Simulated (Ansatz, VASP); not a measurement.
**Two plane-wave programs on LiH**

```xyz
2
Lattice="0.0000 2.0368 2.0368 2.0368 0.0000 2.0368 2.0368 2.0368 0.0000" Properties=species:S:1:pos:R:3 pbc="T T T"
Li    0.0000    0.0000    0.0000
H     2.0368    2.0368    2.0368
```

Alike in both runs: functional r2SCAN; k mesh 11 × 11 × 11; occupations fermi-dirac, width 0.05 eV; non-collinear spin.

```csv
,VASP,Ansatz
version,VASP 6.6.1,Ansatz 0.2.0
potentials or method,"VASP PAW PBE potentials, release 64 (Li_sv, H)",Ansatz PAW earlier set
plane-wave cutoff (eV),520,1000
valence electrons in the cell,4,4
task,single point,optical spectrum
```

```csv
,VASP,Ansatz,Ansatz less VASP
gap on the k mesh at the Fermi level (eV),3.80,3.85,+0.049
least direct gap on the mesh (eV),3.80,3.85,+0.049
net moment per atom (μB),0.00,0.00,0.000
```

VASP's potentials were made for PBE, not for r2SCAN. The functional is the same, so the differences come from potentials, cutoffs and numerics.

Noted on VASP's run: the cutoff is under 1.25 times that of the potentials, so the pressure is a little rough. Noted on Ansatz's run: odd divisions of the mesh miss points on the zone boundary, where band edges often lie, so the gap on the mesh can be too wide.
